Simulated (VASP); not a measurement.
Set up this calculation in VASP 6.6.1, as the native input.

```
Task                   : single point
Functional             : r2SCAN
Potentials or basis    : VASP PAW PBE potentials, release 64 (Hg)
Cutoff                 : 520 eV
k mesh                 : 14 × 14 × 14
Occupations            : gaussian, width 0.05 eV
Spin                   : no spin polarisation
Dipole correction      : no
Further INCAR settings : ALGO = Normal; EDIFF = 1e-06; NBANDS = 12
```

Hg:

```
Hg
1.0
     1.93811    1.11897    2.18184
    -1.93811    1.11897    2.18184
     0.00000   -2.23794    2.18184
Hg
1
Direct
  0.00000 0.00000 0.00000
```

The input as run:

POSCAR

```
Hg
1.0
    1.9381143621      1.1189708487      2.1818369835
   -1.9381143621      1.1189708487      2.1818369835
    0.0000000000     -2.2379416974      2.1818369835
Hg
1
Direct
    0.0000000000      0.0000000000      0.0000000000
```

INCAR.step1

```
ALGO     = Normal         # electronic algorithm
EDIFF    = 1E-4           # SCF threshold, eV
ENCUT    = 520            # plane-wave cutoff, eV
GGA      = PE             # functional
ISMEAR   = 0              # smearing method
LASPH    = True           # aspherical terms in the spheres
LCHARG   = False          # write CHGCAR
LREAL    = False          # projectors in reciprocal space
LWAVE    = True           # write WAVECAR
NBANDS   = 12             # bands
NELM     = 60             # most SCF steps
PREC     = Accurate       # precision mode
SIGMA    = 0.05           # smearing width, eV
```

INCAR.step2

```
ALGO     = Normal         # electronic algorithm
EDIFF    = 1E-6           # SCF threshold, eV
ENCUT    = 520            # plane-wave cutoff, eV
ISIF     = 2              # what is computed and relaxed
ISMEAR   = 0              # smearing method
ISTART   = 1            
LASPH    = True           # aspherical terms in the spheres
LCHARG   = True           # write CHGCAR
LELF     = True           # ELF
LMIXTAU  = True         
LREAL    = False          # projectors in reciprocal space
LVHAR    = True         
LWAVE    = False          # write WAVECAR
METAGGA  = R2SCAN         # meta-GGA
NBANDS   = 12             # bands
NELM     = 60             # most SCF steps
PREC     = Accurate       # precision mode
SIGMA    = 0.05           # smearing width, eV
```

KPOINTS

```
k-points
0
Gamma
  14 14 14
```

Potentials or basis: VASP PAW PBE potentials, release 64 (Hg).

Run with:

```console
$ cat potpaw_PBE.64/Hg/POTCAR > POTCAR
$ cp INCAR.step1 INCAR
$ mpirun -np 1 vasp_std > vasp.out
$ cp INCAR.step2 INCAR
$ mpirun -np 1 vasp_std > vasp.out
```

It gave:

| Quantity | Value |
| --- | --- |
| Pressure | -0.9 GPa |
| Band gap on the k mesh | zero (band 6 reaches 3.20 eV, above the bottom of band 7 at 0.16 eV) |

Caveat: the PAW data sets were made with another functional, which shifts forces and pressure a little; spin-orbit coupling is left out, which moves the levels of the heavy elements.

It took 2.7 min on 1 thread of Intel(R) Xeon(R) Platinum 8259CL CPU @ 2.50GHz (Skylake/Cascade Lake), with other jobs on the host, peak memory 0.21 GiB.
